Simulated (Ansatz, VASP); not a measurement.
## P in VASP and in Ansatz

```
P
1.0
     3.25730    0.00000    0.00000
    -1.62865    2.82090    0.00000
     0.00000    0.00000    3.04354
P
1
Direct
  0.00000 0.00000 0.00000
```

Alike in both runs: task single point; functional r2SCAN; k mesh 6 × 6 × 6; occupations gaussian, width 0.1 eV; no spin polarisation.

|  | VASP | Ansatz |
| --- | --- | --- |
| version | VASP 6.6.1 | Ansatz 0.2.0 |
| potentials or method | VASP PAW PBE potentials, release 64 (P), cutoff 520 eV | scalar-relativistic, plane waves, PAW |
| valence electrons in the cell | 5 | 5 |

```csv
,VASP,Ansatz,Ansatz less VASP
gap on the k mesh at the Fermi level (eV),none,none,-
pressure (GPa),-18.1,-18.1,0.00
"traceless stress, the component that is largest in VASP (GPa)",-5.71,-5.71,-0.003
```

VASP's potentials were made for PBE, not for r2SCAN. A gap of «none» marks a metal or a gap that the smearing closes. With one functional, cell and mesh, what is left measures potentials, basis and numerics.

The k mesh is coarse, so the values compare programs but aren't converged.
